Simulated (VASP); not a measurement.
# Li (Im-3m) in VASP: a series of runs

The runs below take Li through single point, with PBE.

All numbers are computed with VASP 6.6.1; they aren't measurements. Logs are shortened: lines on timing, memory, paths and dates and some standing lists are left out, and cuts for length are marked.

### Step 1. The cell of the first run

Symmetry: Im-3m, No. 229, cubic system. The conventional cell has a = 3.220 Å, b = 3.220 Å, c = 3.220 Å, α = 90.00°, β = 90.00°, γ = 90.00°. Within 3.7 Å of Li (site symmetry m-3m) lie 14 Li at 2.79 to 3.22 Å.

### Step 2. Single point, PBE (strain -0.080 along x and y, -0.080 along z)

INCAR reads:

```
PREC     = Accurate       # precision mode
ENCUT    = 520            # plane-wave cutoff, eV
EDIFF    = 1E-7           # SCF threshold, eV
ISMEAR   = 0              # smearing method
SIGMA    = 0.15           # smearing width, eV
LREAL    = F              # projectors in reciprocal space
LASPH    = T              # aspherical terms in the spheres
NELM     = 100            # most SCF steps
ALGO     = Normal         # electronic algorithm
ISIF     = 2              # what is computed and relaxed
LWAVE    = F              # write WAVECAR
LCHARG   = F              # write CHGCAR
GGA      = PE             # functional
NBANDS   = 8              # bands
```

KPOINTS reads:

```
regular mesh
0
Gamma
  20 20 20
```

POSCAR reads:

```
Li
1.0
   -1.6100000000      1.6100000000      1.6100000000
    1.6100000000     -1.6100000000      1.6100000000
    1.6100000000      1.6100000000     -1.6100000000
Li
1
Direct
    0.0000000000      0.0000000000      0.0000000000
```

Potentials or basis: VASP PAW PBE potentials, release 64 (Li_sv).

Command:

```bash
> cat potpaw_PBE.64/Li_sv/POTCAR > POTCAR
> mpirun -np 1 vasp_std > vasp.out
```

OUTCAR:

```text
PREC = Accurate
   ENCUT = 520
   EDIFF = 1E-7
   ISMEAR = 0
   LREAL = F
   LASPH = T
   NELM = 100
   ISIF = 2
   GGA = PE

 ion  position               nearest neighbor table
   1  0.000  0.000  0.000-

  LATTYP: Found a body centered cubic cell.
 ALAT       =     3.2200000000

  Lattice vectors:

 A1 = (  -1.6100000000,   1.6100000000,   1.6100000000)
 A2 = (   1.6100000000,  -1.6100000000,   1.6100000000)
 A3 = (   1.6100000000,   1.6100000000,  -1.6100000000)

Analysis of symmetry for initial positions (statically):
=====================================================================
 Subroutine PRICEL returns:
 Original cell was already a primitive cell.

 Routine SETGRP: Setting up the symmetry group for a
 body centered cubic supercell.

 Subroutine GETGRP returns: Found 48 space group operations
 (whereof 48 operations were pure point group operations)
 out of a pool of 48 trial point group operations.

The static configuration has the point symmetry O_h .

Analysis of symmetry for dynamics (positions and initial velocities):
=====================================================================
 Subroutine PRICEL returns:
 Original cell was already a primitive cell.

 Routine SETGRP: Setting up the symmetry group for a
 body centered cubic supercell.

 Subroutine GETGRP returns: Found 48 space group operations
 (whereof 48 operations were pure point group operations)
 out of a pool of 48 trial point group operations.

The dynamic configuration has the point symmetry O_h .

 Subroutine INISYM returns: Found 48 space group operations
 (whereof 48 operations are pure point group operations),
 and found     1 'primitive' translations

----------------------------------------------------------------------------------------

                                     Primitive cell

  volume of cell :      16.6931

  direct lattice vectors                    reciprocal lattice vectors
    -1.610000000  1.610000000  1.610000000     0.000000000  0.310559006  0.310559006
     1.610000000 -1.610000000  1.610000000     0.310559006  0.000000000  0.310559006
     1.610000000  1.610000000 -1.610000000     0.310559006  0.310559006  0.000000000

  length of vectors
     2.788601800  2.788601800  2.788601800     0.439196759  0.439196759  0.439196759

  position of ions in fractional coordinates (direct lattice)
     0.000000000  0.000000000  0.000000000

  ion indices of the primitive-cell ions
   primitive index   ion index
                 1           1

----------------------------------------------------------------------------------------

 KPOINTS: regular mesh

Automatic generation of k-mesh.
 Grid dimensions read from file:
 generate k-points for:   20   20   20

 Generating k-lattice:

  Cartesian coordinates                     Fractional coordinates (reciprocal lattice)
     0.000000000  0.015527950  0.015527950     0.050000000  0.000000000  0.000000000
     0.015527950  0.000000000  0.015527950     0.000000000  0.050000000  0.000000000
     0.015527950  0.015527950  0.000000000     0.000000000  0.000000000  0.050000000

  Length of vectors
     0.021959838  0.021959838  0.021959838

  Shift w.r.t. Gamma in fractional coordinates (k-lattice)
     0.000000000  0.000000000  0.000000000

 Subroutine IBZKPT returns following result:
 ===========================================

 Found    256 irreducible k-points:

 Following reciprocal coordinates:
            Coordinates               Weight
  0.000000  0.000000  0.000000      1.000000
  0.050000  0.000000  0.000000     12.000000
  0.100000  0.000000  0.000000     12.000000
  0.150000  0.000000  0.000000     12.000000
  0.200000  0.000000  0.000000     12.000000
  0.250000  0.000000  0.000000     12.000000
[... 16 lines left out ...]
  0.200000  0.100000  0.000000     48.000000
  0.250000  0.100000  0.000000     48.000000
 [... further k-points ...]
   k-points           NKPTS =    256   k-points in BZ     NKDIM =    256   number of bands    NBANDS=      8
   number of dos      NEDOS =    301   number of ions     NIONS =      1
   total plane-waves  NPLWV =  13824
   dimension x,y,z NGX =    24 NGY =   24 NGZ =   24
   dimension x,y,z NGXF=    48 NGYF=   48 NGZF=   48
   ions per type =               1
   NGX,Y,Z   is equivalent  to a cutoff of  14.31, 14.31, 14.31 a.u.
   NGXF,Y,Z  is equivalent  to a cutoff of  28.62, 28.62, 28.62 a.u.
 SYSTEM =  unknown system
   PREC   = accura    normal or accurate (medium, high low for compatibility)
   ISTART =      0    job   : 0-new  1-cont  2-samecut
   ICHARG =      2    charge: 1-file 2-atom 10-const
   ISPIN  =      1    spin polarized calculation?
   LNONCOLLINEAR =      F non collinear calculations
   LSORBIT =      F    spin-orbit coupling
   LASPH  =      T    aspherical Exc in radial PAW
   ENCUT  =  520.0 eV  38.22 Ry    6.18 a.u.   5.18  5.18  5.18*2*pi/ulx,y,z
   NELM   =    100;   NELMIN=  2; NELMDL= -5     # of ELM steps
   EDIFF  = 0.1E-06   stopping-criterion for ELM
   LREAL  =      F    real-space projection
   EDIFFG = 0.1E-05   stopping-criterion for IOM
   NSW    =      0    number of steps for IOM
   IBRION =     -1    ionic relax: 0-MD 1-quasi-New 2-CG
   NFREE  =      0    steps in history (QN), initial steepest desc. (CG)
   ISIF   =      2    stress and relaxation
   ISYM   =      2    0-nonsym 1-usesym 2-fastsym
   POTIM  = 0.5000    time-step for ionic-motion
   TEBEG  =    0.0;   TEEND  =   0.0 temperature during run
   PSTRESS=    0.0 pullay stress
   NELECT =       3.0000    total number of electrons
   NUPDOWN=      -1.0000    fix difference up-down
   EMIN   =  10.00;   EMAX   =-10.00  energy-range for DOS
   EFERMI =   0.00;   METHOD = LEGACY
   ISMEAR =     0;   SIGMA  =   0.15  broadening in eV -4-tet -1-fermi 0-gaus
   EFERMI_NEDOS =   21; number of points for ismear=-14 and -15
   IALGO  =     38    algorithm
   IMIX   =      4    mixing-type and parameters
     AMIX     =   0.40;   BMIX     =  1.00
     AMIX_MAG =   1.60;   BMIX_MAG =  1.00
  volume/ion in A,a.u.               =      16.69       112.65
  Fermi-wavevector in a.u.,A,eV,Ry     =   0.923853  1.745828 11.612623  0.853504
  Thomas-Fermi vector in A             =   2.049535
   LORBIT       =      0    0 simple, 1 ext, 2 COOP (PROOUT), +10 PAW based schemes
   GGA     = PE    functional components
   LHFCALC =     F    Hartree Fock is set to
   AEXX    =    0.0000 exact exchange contribution
   IVDW    =     0    specifies the selected vdW correction
   LEPSILON=     F    determine dielectric tensor
   LRPA    =     F    only Hartree local field effects (RPA)
 non-spin polarized calculation
 Gauss-broadening in eV      SIGMA  =   0.15
  energy-cutoff  :      520.00
  volume of cell :       16.69
 maximum number of plane-waves:       466
 NGX is ok and might be reduce to    24
   NGX = 11   NGY = 11   NGZ = 11

 number of electron       2.9999997 magnetization

 Free energy of the ion-electron system (eV)
  ---------------------------------------------------
  ext. energy  EPLUGINS =         0.00000000
  ---------------------------------------------------
  free energy    TOTEN  =        -1.87054128 eV

  energy without entropy =       -1.86531262  energy(sigma->0) =       -1.86792695

 E-fermi :   1.2306     XC(G=0):  -7.5347

 val. band max:        1.2207478154   @ k =   0.3000   0.2000  -0.0000
 cond. band min:       1.2456635471   @ k =  -0.3000   0.3500   0.2500
 fundamental gap:      0.0249157317
 Fermi energy:         1.2306207771

 k-point     1 :       0.0000    0.0000    0.0000
  band No.  band energies     occupation
      1     -45.0007      2.00000
      2      -2.5832      2.00000
      3      17.9880      0.00000
      4      17.9880      0.00000
      5      17.9880      0.00000
      6      23.1830      0.00000
      7      23.1830      0.00000
      8      23.1830      0.00000

 k-point     2 :       0.0500    0.0000    0.0000
  band No.  band energies     occupation
      1     -44.9998      2.00000
      2      -2.5335      2.00000
      3      17.6138      0.00000
      4      17.6878      0.00000
      5      17.8858      0.00000
      6      22.1727      0.00000
      7      22.3451      0.00000
      8      23.5409      0.00000

 k-point     3 :       0.1000    0.0000    0.0000
  band No.  band energies     occupation
      1     -44.9969      2.00000
      2      -2.3826      2.00000
      3      16.4743      0.00000
      4      16.9952      0.00000
      5      17.5896      0.00000
      6      21.0552      0.00000
      7      21.1890      0.00000
      8      23.0642      0.00000

 k-point     4 :       0.1500    0.0000    0.0000
  band No.  band energies     occupation
      1     -44.9923      2.00000
      2      -2.1306      2.00000
      3      14.8070      0.00000
      4      16.1906      0.00000
      5      17.1423      0.00000
      6      20.1282      0.00000
      7      20.5266      0.00000
      8      22.9373      0.00000

 k-point     5 :       0.2000    0.0000    0.0000
  band No.  band energies     occupation
      1     -44.9867      2.00000
      2      -1.7779      2.00000
      3      12.9748      0.00000
      4      15.4124      0.00000
      5      16.6184      0.00000
      6      19.1989      0.00000
      7      20.3355      0.00000
      8      23.1142      0.00000
[... 177 lines left out ...]
 k-point    22 :       0.1500    0.1000   -0.0000
  band No.  band energies     occupation
      1     -44.9845      2.00000
      2      -1.6252      2.00000
      3      12.9454      0.00000
      4      14.1961      0.00000
      5      15.7769      0.00000
      6      20.2421      0.00000
      7      20.5305      0.00000
      8      23.3142      0.00000

 k-point    23 :       0.2000    0.1000    0.0000
  band No.  band energies     occupation
      1     -44.9784      2.00000
      2      -1.1701      2.00000
      3      11.1761      0.00000
      4      13.5244      0.00000
      5      15.1793      0.00000
      6      20.0692      0.00000
      7      20.3981      0.00000
      8      23.7304      0.00000

 k-point    24 :       0.2500    0.1000    0.0000
  band No.  band energies     occupation
      1     -44.9725      2.00000
      2      -0.6181      2.00000
      3       9.4935      0.00000
      4      12.9659      0.00000
      5      14.6594      0.00000
      6      19.6966      0.00000
      7      20.5472      0.00000
      8      24.2971      0.00000

 [... further k-points ...]

------------------------ aborting loop because EDIFF is reached ----------------------------------------

  FORCE on cell =-STRESS in cart. coord.  units (eV):
  Direction    XX          YY          ZZ          XY          YZ          ZX
  --------------------------------------------------------------------------------------
  -------------------------------------------------------------------------------------
  Total        0.3745723      0.3745723      0.3745723      0.0000000      0.0000000      0.0000000
  in kB       35.9508093     35.9508093     35.9508093      0.0000000      0.0000000      0.0000000
  external PRESSURE =      35.9508093 kB  Pullay stress =       0.0000000 kB

 VOLUME and BASIS-vectors are now :
 -----------------------------------------------------------------------------
  energy-cutoff  :      520.00
  volume of cell :       16.69
      direct lattice vectors                 reciprocal lattice vectors
    -1.610000000  1.610000000  1.610000000     0.000000000  0.310559006  0.310559006
     1.610000000 -1.610000000  1.610000000     0.310559006  0.000000000  0.310559006
     1.610000000  1.610000000 -1.610000000     0.310559006  0.310559006  0.000000000

 POSITION                                       TOTAL-FORCE (eV/Angst)
 -----------------------------------------------------------------------------------
      0.00000      0.00000      0.00000        -0.000000      0.000000     -0.000000
 -----------------------------------------------------------------------------------
    total drift:                               -0.000000      0.000000     -0.000000

  FREE ENERGIE OF THE ION-ELECTRON SYSTEM (eV)
  ---------------------------------------------------
  free  energy   TOTEN  =        -1.8705412846 eV

  energy  without entropy=       -1.8653126205  energy(sigma->0) =       -1.86792695
```

Wall time 16 s (1 thread of Intel Xeon Platinum 8259CL at 2.50GHz (Skylake/Cascade Lake), shared host); peak memory 0.14 GiB.

What came out:

- Free energy: -1.8705 eV
- Band gap on the k mesh: zero (an odd number of electrons rules out a gap without spin polarisation)

Caveat: the cell differs from its parent crystal (strain -0.080 along x and y, -0.080 along z); the cutoff is under 1.25 times the usual one of these potentials, so pressure, stress and relaxed cells hold a basis-set (Pulay) error.

[end of part 1 of 2]
